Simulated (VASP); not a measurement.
# BaTiO3: single point with PBE

The system is BaTiO3.

```
Ba Ti O
1.0
    -3.96367   -3.96367    0.00000
    -3.96367    3.96367    0.00000
     0.00000    0.00000   -3.98171
Ba Ti O
2 2 6
Direct
  0.00000 0.00000 0.00000
  0.50000 0.50000 0.00000
  0.00000 0.50000 0.51000
  0.50000 0.00000 0.51000
  0.00000 0.50000 0.98100
  0.50000 0.00000 0.98100
  0.75000 0.75000 0.48300
  0.25000 0.25000 0.48300
  0.75000 0.25000 0.48300
  0.25000 0.75000 0.48300
```

```
Program                : VASP 6.6.1
Task                   : single point
Functional             : PBE
Potentials or basis    : VASP PAW PBE potentials, release 64 (Ba_sv, Ti_sv, O)
Cutoff                 : 520 eV
k mesh                 : 4 × 4 × 6
Occupations            : methfessel-paxton, width 0.0278 eV
Spin                   : collinear spin, zero start
Starting moments       : [0.0, 0.0, 0.0, 0.0, 0.0, 0.0, 0.0, 0.0, 0.0, 0.0] μB
Dipole correction      : no
Further INCAR settings : ALGO = Normal; EDIFF = 1e-06; NBANDS = 55
```

The pressure is 9.4 GPa and the largest force is 0.110 eV/Å. The band gap on the k mesh is 1.82 eV, the net moment is 0.00 μB per cell and the valence electrons inside the program's atomic spheres are Ba 8.02; Ti 10.26; O 5.05.

Forces on the atoms (eV/Å):
```
Ba   0.000  0.000  0.103
Ba   0.000  0.000  0.103
Ti   0.000  0.000  0.017
Ti   0.000  0.000  0.017
O    0.000  0.000  0.101
O    0.000  0.000  0.101
O    0.000  0.000 -0.110
O    0.000  0.000 -0.110
O    0.000  0.000 -0.110
O    0.000  0.000 -0.110
```

Stress tensor (GPa, compression positive):
```
 9.05  0.00  0.00
 0.00  9.05  0.00
 0.00  0.00 10.09
```

Levels at points of the mesh, in eV from the valence-band top:
Spin up:
```
           k point  band 38  band 39  band 40  band 41  band 42  band 43
(0.00, 0.00, 0.00)    -0.27    -0.27    -0.09     1.82     2.05     2.05
(0.50, 0.00, 0.00)    -0.91    -0.50    -0.50     2.76     2.76     2.96
(0.50, 0.50, 0.00)    -0.95    -0.84    -0.84     2.19     2.19     3.62
(0.00, 0.00, 0.50)    -0.09    -0.09     0.00     1.99     3.69     3.69
(0.50, 0.00, 0.50)    -0.68    -0.60    -0.60     3.40     3.40     3.84
(0.50, 0.50, 0.50)    -0.87    -0.17    -0.17     3.65     3.65     3.70
```
Spin down:
```csv
k point,band 38,band 39,band 40,band 41,band 42,band 43
"(0.00, 0.00, 0.00)",-0.27,-0.27,-0.09,1.82,2.05,2.05
"(0.50, 0.00, 0.00)",-0.91,-0.50,-0.50,2.76,2.76,2.96
"(0.50, 0.50, 0.00)",-0.95,-0.84,-0.84,2.19,2.19,3.62
"(0.00, 0.00, 0.50)",-0.09,-0.09,0.00,1.99,3.69,3.69
"(0.50, 0.00, 0.50)",-0.68,-0.60,-0.60,3.40,3.40,3.84
"(0.50, 0.50, 0.50)",-0.87,-0.17,-0.17,3.65,3.65,3.70
```

Wall time 5.5 min on 1 thread of AMD EPYC 7R13, with other jobs on the host, peak memory 0.42 GiB.

Caveat: spin-orbit coupling is left out, which moves the levels of the heavy elements. Expect the measured gap to be larger: semilocal functionals such as PBE lack the derivative discontinuity.
